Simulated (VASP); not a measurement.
Here is a VASP 6.6.1 calculation.

The input INCAR:

```
SYSTEM = Cu
ALGO     = Normal         ! electronic algorithm
EDIFF    = 1E-6           ! SCF threshold, eV
ENCUT    = 520            ! plane-wave cutoff, eV
GGA      = PE             ! functional
ISIF     = 2              ! what is computed and relaxed
ISMEAR   = -1             ! smearing method
LASPH    = .TRUE.         ! aspherical terms in the spheres
LCHARG   = .TRUE.         ! write CHGCAR
LELF     = .TRUE.         ! ELF
LREAL    = .FALSE.        ! projectors in reciprocal space
LVHAR    = .TRUE.       
LWAVE    = .FALSE.        ! write WAVECAR
NBANDS   = 18             ! bands
NELM     = 60             ! most SCF steps
PREC     = Accurate       ! precision mode
SIGMA    = 0.05           ! smearing width, eV
```

The input KPOINTS:

```
k-points
0
G
  19 19 10
  0 0 0
```

POSCAR

```
Cu
1.0
    2.4710691348      0.0000000000      0.0000000000
   -1.2355345674      2.1400086452      0.0000000000
    0.0000000000      0.0000000000      4.0730661098
Cu
2
Direct
    0.3333333333      0.6666666667      0.2500000000
    0.6666666667      0.3333333333      0.7500000000
```

Potentials or basis: VASP PAW PBE potentials, release 64 (Cu).

Run with:

```console
$ cat potpaw_PBE.64/Cu/POTCAR > POTCAR
$ mpirun -np 1 vasp_std > vasp.out
```

(1) Estimate the pressure.

(2) Predict the band gap on the k mesh.

## Answers

(1) 19.8 GPa.

(2) zero (bands 11 and 12 overlap by 6.06 eV).

Caveat: the cell stands under pressure.
